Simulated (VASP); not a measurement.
# As (Cmce) in VASP: further runs, part 2 of 2

VASP 6.6.1. The steps go on from the part before.

## Step 6: Single point, PBEsol

This run uses another cell than the first one, of 23.34 Å³/atom.

File INCAR:

```
ALGO = Normal
EDIFF = 1E-6
ENCUT = 520
GGA = PS
ISIF = 2
ISMEAR = -1
LASPH = T
LCHARG = F
LREAL = F
LWAVE = F
NBANDS = 18
NELM = 60
PREC = Accurate
SIGMA = 0.05
```

File KPOINTS:

```
k-points
0
Gamma
  6 6 5
```

File POSCAR:

```
As
1.0
    1.8615000000     -5.6100000000      0.0000000000
    1.8615000000      5.6100000000      0.0000000000
    0.0000000000      0.0000000000      4.4700000000
As
4
Direct
    0.3900000000      0.6100000000      0.5600000000
    0.8900000000      0.1100000000      0.9400000000
    0.6100000000      0.3900000000      0.4400000000
    0.1100000000      0.8900000000      0.0600000000
```

Potentials or basis: VASP PAW PBE potentials, release 64 (As).

On the command line:

```sh
$ cat potpaw_PBE.64/As/POTCAR > POTCAR
$ mpirun -np 1 vasp_std > vasp.out
```

OUTCAR:

```text
EDIFF = 1E-6
   ENCUT = 520
   GGA = PS
   ISIF = 2
   ISMEAR = -1
   LASPH = T
   LREAL = F
   NELM = 60
   PREC = Accurate

 ion  position               nearest neighbor table
   1  0.390  0.610  0.560-   2 2.52   2 2.52   3 2.53
   2  0.890  0.110  0.940-   1 2.52   1 2.52   4 2.53
   3  0.610  0.390  0.440-   4 2.52   4 2.52   1 2.53
   4  0.110  0.890  0.060-   3 2.52   3 2.52   2 2.53

  LATTYP: Found a base centered orthorhombic cell.
 ALAT       =     3.7230000000
 B/A-ratio  =     3.0136986301
 C/A-ratio  =     1.2006446414

  Lattice vectors:

 A1 = (   1.8615000000,  -5.6100000000,   0.0000000000)
 A2 = (   1.8615000000,   5.6100000000,   0.0000000000)
 A3 = (   0.0000000000,   0.0000000000,   4.4700000000)

Analysis of symmetry for initial positions (statically):
=====================================================================
 Subroutine PRICEL returns:
 Original cell was already a primitive cell.

 Routine SETGRP: Setting up the symmetry group for a
 base centered orthorhombic supercell.

 Subroutine GETGRP returns: Found  8 space group operations
 (whereof  4 operations were pure point group operations)
 out of a pool of  8 trial point group operations.

The static configuration has the point symmetry C_2h.
 The point group associated with its full space group is D_2h.

Analysis of symmetry for dynamics (positions and initial velocities):
=====================================================================
 Subroutine PRICEL returns:
 Original cell was already a primitive cell.

 Routine SETGRP: Setting up the symmetry group for a
 base centered orthorhombic supercell.

 Subroutine GETGRP returns: Found  8 space group operations
 (whereof  4 operations were pure point group operations)
 out of a pool of  8 trial point group operations.

The dynamic configuration has the point symmetry C_2h.
 The point group associated with its full space group is D_2h.
[... 121 lines left out ...]
   IMIX   =      4    mixing-type and parameters
     AMIX     =   0.40;   BMIX     =  1.00
     AMIX_MAG =   1.60;   BMIX_MAG =  1.00
  volume/ion in A,a.u.               =      23.34       157.51
  Fermi-wavevector in a.u.,A,eV,Ry     =   0.979558  1.851097 13.055263  0.959535
  Thomas-Fermi vector in A             =   2.110421
   LORBIT       =      0    0 simple, 1 ext, 2 COOP (PROOUT), +10 PAW based schemes
   GGA     = PS    functional components
   LHFCALC =     F    Hartree Fock is set to
   AEXX    =    0.0000 exact exchange contribution
   IVDW    =     0    specifies the selected vdW correction
   LEPSILON=     F    determine dielectric tensor
   LRPA    =     F    only Hartree local field effects (RPA)
 non-spin polarized calculation
  energy-cutoff  :      520.00
  volume of cell :       93.36
 maximum number of plane-waves:      2547
 NGX is ok and might be reduce to    48
   NGX = 21   NGY = 21   NGZ = 17

 number of electron      19.9999999 magnetization

 Free energy of the ion-electron system (eV)
  ---------------------------------------------------
  ext. energy  EPLUGINS =         0.00000000
  ---------------------------------------------------
  free energy    TOTEN  =       -20.19855642 eV

  energy without entropy =      -20.19157312  energy(sigma->0) =      -20.19506477

 E-fermi :   4.3700     XC(G=0):  -9.7323

 val. band max:        4.3630514949   @ k =  -0.1667   0.1667   0.4000
 cond. band min:       4.3763999564   @ k =   0.0000   0.0000   0.4000
 fundamental gap:      0.0133484615
 Fermi energy:         4.3699847948

 k-point     1 :       0.0000    0.0000    0.0000
  band No.  band energies     occupation
      1     -10.1728      2.00000
      2      -7.5973      2.00000
      3      -4.9163      2.00000
      4      -1.8656      2.00000
      5      -1.5293      2.00000
      6       0.2223      2.00000
[... 481 lines left out ...]
      5      -0.3918      2.00000
      6       0.5471      2.00000
[... 10 lines left out ...]
     17      10.4543      0.00000
     18      11.3827      0.00000

 [... further k-points ...]

------------------------ aborting loop because EDIFF is reached ----------------------------------------

  FORCE on cell =-STRESS in cart. coord.  units (eV):
  Direction    XX          YY          ZZ          XY          YZ          ZX
  --------------------------------------------------------------------------------------
  -------------------------------------------------------------------------------------
  Total       -1.1014285     -1.9618999     -1.5103207      0.0000000     -0.0000000      0.0000000
  in kB      -18.9018133    -33.6685183    -25.9188863      0.0000000     -0.0000000      0.0000000
  external PRESSURE =     -26.1630726 kB  Pullay stress =       0.0000000 kB

 VOLUME and BASIS-vectors are now :
 -----------------------------------------------------------------------------
  energy-cutoff  :      520.00
  volume of cell :       93.36
      direct lattice vectors                 reciprocal lattice vectors
     1.861500000 -5.610000000  0.000000000     0.268600591 -0.089126560  0.000000000
     1.861500000  5.610000000  0.000000000     0.268600591  0.089126560  0.000000000
     0.000000000  0.000000000  4.470000000     0.000000000  0.000000000  0.223713647

 POSITION                                       TOTAL-FORCE (eV/Angst)
 -----------------------------------------------------------------------------------
      1.86150      1.23420      2.50320         0.000000     -0.210993      0.142948
      1.86150     -4.37580      4.20180         0.000000     -0.210993     -0.142948
      1.86150     -1.23420      1.96680         0.000000      0.210993     -0.142948
      1.86150      4.37580      0.26820         0.000000      0.210993      0.142948
 -----------------------------------------------------------------------------------
    total drift:                               -0.000000      0.000000     -0.000000

  FREE ENERGIE OF THE ION-ELECTRON SYSTEM (eV)
  ---------------------------------------------------
  free  energy   TOTEN  =       -20.1985564176 eV

  energy  without entropy=      -20.1915731243  energy(sigma->0) =      -20.19506477
```

stdout:

```text
POSCAR found type information on POSCAR As
 POSCAR found :  1 types and       4 ions
 scaLAPACK will be used
 -----------------------------------------------------------------------------
|                                                                             |
|                                                                             |
|     You enforced a specific xc type in the INCAR file but a different       |
|     I HOPE YOU KNOW WHAT YOU ARE DOING!                                     |
|                                                                             |
 -----------------------------------------------------------------------------

 LDA part: xc-table for (Slater+PW92), standard interpolation
 POSCAR, INCAR and KPOINTS ok, starting setup
 FFT: planning ... GRIDC
 FFT: planning ... GRID_SOFT
 FFT: planning ... GRID
 WAVECAR not read
 entering main loop
```

Run time: 1.9 min. Hardware: 1 thread of AMD EPYC 7R13, shared host; peak memory 0.25 GiB.

Results:

| Item | Value |
| --- | --- |
| Free energy | -20.1986 eV |
| Pressure | -2.6 GPa |
| Largest force | 0.255 eV/Å |
| Band gap on the k mesh | zero (bands 10 and 11 overlap by 0.02 eV) |

Forces on the atoms (eV/Å):
```
As   0.000 -0.211  0.143
As   0.000 -0.211 -0.143
As   0.000  0.211 -0.143
As   0.000  0.211  0.143
```

Caveat: the PAW data sets were made with another functional, which shifts forces and pressure a little.

## Step 7: The runs side by side

```csv
level,potentials or basis,cell,k mesh,gap on the mesh (eV),pressure (GPa),largest force (eV/Å)
LDA,"VASP PAW LDA potentials, release 64 (As)","a = 5.756, b = 5.756, c = 4.440 Å, angles 90.0, 90.0, 143.3°, 4 atoms",8 × 8 × 6,none,0.0,0.16
LDA,"VASP PAW LDA potentials, release 64 (As)","a = 5.795, b = 5.795, c = 4.470 Å, angles 90.0, 90.0, 143.3°, 4 atoms",8 × 8 × 6,-,-1.5,0.14
PBE,"VASP PAW PBE potentials, release 64 (As)","a = 5.795, b = 5.795, c = 4.470 Å, angles 90.0, 90.0, 143.3°, 4 atoms",8 × 8 × 6,-,3.3,0.17
PBEsol,"VASP PAW PBE potentials, release 64 (As)","a = 5.853, b = 5.853, c = 4.470 Å, angles 90.0, 90.0, 143.3°, 4 atoms",6 × 6 × 5,-,-1.3,0.12
PBEsol,"VASP PAW PBE potentials, release 64 (As)","a = 5.911, b = 5.911, c = 4.470 Å, angles 90.0, 90.0, 143.3°, 4 atoms",6 × 6 × 5,none,-2.6,0.25
```

Alike in all rows: task single point; no spin polarisation; cutoff (eV) 520; smearing fermi-dirac 0.05 eV.

Caveats: the PAW data sets were made with another functional, which shifts forces and pressure a little (at least some runs); the cell stands under pressure (at least some runs).

Absolute energies hang on the potentials; compare differences alone.
